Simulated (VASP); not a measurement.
AlN, 2 atoms in the cell. It takes space group F-43m (No. 216, cubic). The conventional cell has a = 4.271 Å, b = 4.271 Å, c = 4.271 Å, α = 90.00°, β = 90.00°, γ = 90.00°. Within 2.5 Å of Al (site symmetry -43m) lie 4 N at 1.85 Å. N (site symmetry -43m) has 4 Al at 1.85 Å within 2.5 Å.  This cell differs from its parent crystal: strain -0.030 along x and y, -0.030 along z.

```yaml
Program: VASP 6.6.1
Task: single point
Functional: PBE
Potentials_or_basis: VASP PAW PBE potentials, release 64 (Al, N)
Cutoff: 520 eV
k_mesh: 10 × 10 × 10
Occupations: gaussian, width 0.05 eV
Spin: no spin polarisation
Dipole_correction: no
Further_INCAR_settings: ALGO = Normal; EDIFF = 1e-07; NBANDS = 11
```

Potentials or basis: VASP PAW PBE potentials, release 64 (Al, N).

Command:

```console
$ cat potpaw_PBE.64/Al/POTCAR potpaw_PBE.64/N/POTCAR > POTCAR
$ mpirun -np 1 vasp_std > vasp.out
```

Hardware: 1 thread of Intel(R) Xeon(R) 6975P-C (Granite Rapids), on a shared host.

**Question.** Estimate the wall time of this run.

**Answer.** Run time: 3.1 s on 1 thread of Intel(R) Xeon(R) 6975P-C (Granite Rapids), with other jobs on the host, peak memory 0.13 GiB. Counts: scf iterations 12, k points 47.
